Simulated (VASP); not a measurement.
# Sn (P-1) in VASP: a series of runs, part 2 of 2

VASP 6.6.1. Earlier steps stand in the parts before.

### 3 Single point, LDA

This run uses another cell than the first one, of 28.01 Å³/atom, 1.005 times its volume.

INCAR reads:

```
SYSTEM = Sn
ALGO = Normal ; EDIFF = 1E-6
ENCUT = 520 ; GGA = CA
ISIF = 2 ; ISMEAR = 0
LASPH = .TRUE. ; LCHARG = .FALSE.
LREAL = .FALSE. ; LWAVE = .FALSE.
NBANDS = 13 ; NELM = 60
PREC = Accurate ; SIGMA = 0.15
```

KPOINTS reads:

```
k-points
0
G
  7 7 7
  0 0 0
```

POSCAR reads:

```
Sn
1.0
   -1.9481200000      1.8638700000      1.8772500000
    1.9209800000     -1.9256000000      1.9118400000
    1.9644700000      1.9419500000     -1.9389800000
Sn
1
Direct
    0.0000000000      0.0000000000      0.0000000000
```

Potentials or basis: VASP PAW LDA potentials, release 64 (Sn_d).

Launch:

```console
cat potpaw_LDA.64/Sn_d/POTCAR > POTCAR
mpirun -np 1 vasp_std > vasp.out
```

Run time: 33 s. Hardware: 1 thread of Intel Xeon Platinum 8488C (Sapphire Rapids), shared host; peak memory 0.17 GiB.

The run converged. Its results:

| Quantity | Value |
| --- | --- |
| Free energy | -4.4340 eV |
| Pressure | -4.3 GPa |
| Band gap on the k mesh | zero (band 7 reaches 14.71 eV, above the bottom of band 8 at 5.48 eV) |

Stress tensor (GPa, compression positive):
```
-5.37  0.21 -0.06
 0.21 -3.95  0.58
-0.06  0.58 -3.72
```

Levels at points of the mesh, in eV from the Fermi level:
```
           k point  band 4  band 5  band 6  band 7  band 8  band 9  band 10  band 11
(0.00, 0.00, 0.00)  -21.51  -21.50  -11.09    7.05    7.35    7.62    11.76    11.86
```

Caveat: spin-orbit coupling is left out, which moves the levels of the heavy elements.

### 4 Single point, LDA

This run uses another cell than the first one, of 28.15 Å³/atom, 1.010 times its volume.

INCAR reads:

```
SYSTEM = Sn
PREC = Accurate
ENCUT = 520
EDIFF = 1E-7
ISMEAR = 0
SIGMA = 0.15
LREAL = .False.
LASPH = .True.
NELM = 80
ALGO = Normal
ISIF = 2
LWAVE = .False.
LCHARG = .False.
NBANDS = 13
```

KPOINTS reads:

```
Automatic mesh
0
Gamma
  7 7 7
  0 0 0
```

POSCAR reads:

```
Sn
1.0
   -1.9513614702      1.8669712869      1.8803735499
    1.9241763121     -1.9288039993      1.9150211040
    1.9677386749      1.9451812040     -1.9422062622
Sn
1
Direct
    0.0000000000      0.0000000000      0.0000000000
```

Potentials or basis: VASP PAW LDA potentials, release 64 (Sn_d).

Launch:

```console
cat potpaw_LDA.64/Sn_d/POTCAR > POTCAR
mpirun -np 1 vasp_std > vasp.out
```

OUTCAR:

```text
SYSTEM = Sn
   PREC = Accurate
   ENCUT = 520
   EDIFF = 1E-7
   ISMEAR = 0
   LREAL = .False.
   LASPH = .True.
   NELM = 80
   ISIF = 2

 ion  position               nearest neighbor table
   1  0.000  0.000  0.000-

  LATTYP: Found a triclinic cell.
 ALAT       =     8.7087079664
 B/A-ratio  =     0.6287015801
 C/A-ratio  =     0.3823956386
 COS(alpha) =     0.0038318410
 COS(beta)  =     0.2577435792
 COS(gamma) =     0.9507956568

  Lattice vectors:

 A1 = (  -7.8110151321,  -0.0945871218,   3.8497649703)
 A2 = (  -3.9191001451,  -0.0782099171,   3.8225798121)
 A3 = (  -1.9241763121,   1.9288039993,  -1.9150211040)

Analysis of symmetry for initial positions (statically):
=====================================================================
 Subroutine PRICEL returns:
 Original cell was already a primitive cell.

 Routine SETGRP: Setting up the symmetry group for a
 triclinic supercell.

 Subroutine GETGRP returns: Found  2 space group operations
 (whereof  2 operations were pure point group operations)
 out of a pool of  2 trial point group operations.
[... 162 lines left out ...]

 val. band max:        7.5983277332   @ k =  -0.0000  -0.0000   0.2857
 cond. band min:       7.6139645324   @ k =   0.4286   0.1429   0.1429
 fundamental gap:      0.0156367992
 Fermi energy:         7.5995751358

 k-point     1 :       0.0000    0.0000    0.0000
  band No.  band energies     occupation
      1     -14.0455      2.00000
      2     -14.0289      2.00000
      3     -14.0152      2.00000
      4     -13.9059      2.00000
      5     -13.8972      2.00000
      6      -3.4552      2.00000
      7      14.6041      0.00000
      8      14.9026      0.00000
      9      15.1750      0.00000
     10      19.3516      0.00000
     11      19.4508      0.00000
     12      19.6723      0.00000
     13      19.8614      0.00000
[... 354 lines left out ...]
  band No.  band energies     occupation
      1     -14.0398      2.00000
      2     -13.9961      2.00000
      3     -13.9260      2.00000
      4     -13.9139      2.00000
      5     -13.8712      2.00000
      6      -0.5186      2.00000
      7       6.1025      2.00000
      8       9.5357      0.00000
      9      11.8539      0.00000
     10      16.2556      0.00000
     11      18.5809      0.00000
     12      20.2732      0.00000
     13      22.9062      0.00000

 [... further k-points ...]
[... 5 lines left out ...]
  --------------------------------------------------------------------------------------
  -------------------------------------------------------------------------------------
  Total       -0.9759333     -0.7300524     -0.6902829      0.0362005      0.0996226     -0.0109810
  in kB      -55.5538448    -41.5573669    -39.2935333      2.0606684      5.6708956     -0.6250826
  external PRESSURE =     -45.4682483 kB  Pullay stress =       0.0000000 kB

 VOLUME and BASIS-vectors are now :
 -----------------------------------------------------------------------------
  energy-cutoff  :      520.00
  volume of cell :       28.15
      direct lattice vectors                 reciprocal lattice vectors
    -1.951361470  1.866971287  1.880373550     0.000748673  0.266659900  0.267826867
     1.924176312 -1.928803999  1.915021104     0.258783193  0.003192735  0.265382805
     1.967738675  1.945181204 -1.942206262     0.255885829  0.261318474  0.006090098

 POSITION                                       TOTAL-FORCE (eV/Angst)
 -----------------------------------------------------------------------------------
      0.00000      0.00000      0.00000         0.000000     -0.000000      0.000000
 -----------------------------------------------------------------------------------
    total drift:                               -0.000000     -0.000000      0.000000

  FREE ENERGIE OF THE ION-ELECTRON SYSTEM (eV)
  ---------------------------------------------------
  free  energy   TOTEN  =        -4.4301899176 eV

  energy  without entropy=       -4.4235083883  energy(sigma->0) =       -4.42684915
```

OSZICAR:

```text
N       E                     dE             d eps       ncg     rms          rms(c)
DAV:   1     0.807356246670E+02    0.80736E+02   -0.71793E+03  4599   0.159E+03
DAV:   2     0.140570304125E+01   -0.79330E+02   -0.77020E+02  4777   0.341E+02
DAV:   3    -0.431814757838E+01   -0.57239E+01   -0.57036E+01  5302   0.739E+01
DAV:   4    -0.444124865070E+01   -0.12310E+00   -0.12307E+00  5323   0.116E+01
DAV:   5    -0.444559194407E+01   -0.43433E-02   -0.43432E-02  5918   0.213E+00    0.128E+00
DAV:   6    -0.443428068063E+01    0.11311E-01   -0.11089E-02  5712   0.173E+00    0.696E-01
DAV:   7    -0.443040627544E+01    0.38744E-02   -0.65300E-03  5592   0.124E+00    0.950E-02
DAV:   8    -0.443018916233E+01    0.21711E-03   -0.57902E-04  5497   0.414E-01    0.193E-02
DAV:   9    -0.443018995537E+01   -0.79304E-06   -0.10596E-05  5881   0.384E-02    0.117E-02
DAV:  10    -0.443018991760E+01    0.37770E-07   -0.93801E-07  5898   0.119E-02
   1 F= -.44301899E+01 E0= -.44268492E+01  d E =-.668153E-02
```

stdout:

```text
POSCAR found type information on POSCAR Sn
 POSCAR found :  1 types and       1 ions
 scaLAPACK will be used
 LDA part: xc-table for (Slater(with rela. corr.)+CA(PZ))
 , standard interpolation
 POSCAR, INCAR and KPOINTS ok, starting setup
 FFT: planning ... GRIDC
 FFT: planning ... GRID_SOFT
 FFT: planning ... GRID
 WAVECAR not read
 entering main loop
```

Run time: 33 s. Hardware: 1 thread of Intel Xeon Platinum 8488C (Sapphire Rapids), shared host; peak memory 0.17 GiB.

What came out:

```yaml
Free_energy: -4.4302 eV
Pressure: -4.5 GPa
Band_gap_on_the_k_mesh: zero (band 7 reaches 14.60 eV, above the bottom of band 8 at 5.44 eV)
```

Caveat: spin-orbit coupling is left out, which moves the levels of the heavy elements.

### 5 The runs side by side

| cell | gap on the mesh (eV) | pressure (GPa) |
| --- | --- | --- |
| a = 3.280, b = 3.319, c = 3.369 Å, angles 109.1, 110.3, 110.0°, 1 atom | none | -4.1 |
| a = 3.285, b = 3.325, c = 3.375 Å, angles 109.1, 110.3, 110.0°, 1 atom | none | -4.3 |
| a = 3.291, b = 3.330, c = 3.381 Å, angles 109.1, 110.3, 110.0°, 1 atom | none | -4.5 |

Alike in all rows: task single point; level LDA; potentials or basis VASP PAW LDA potentials, release 64 (Sn_d); no spin polarisation; k mesh 7 × 7 × 7; cutoff (eV) 520; smearing gaussian 0.15 eV.

Caveats: spin-orbit coupling is left out, which moves the levels of the heavy elements.

Absolute energies hang on the potentials; compare differences alone.
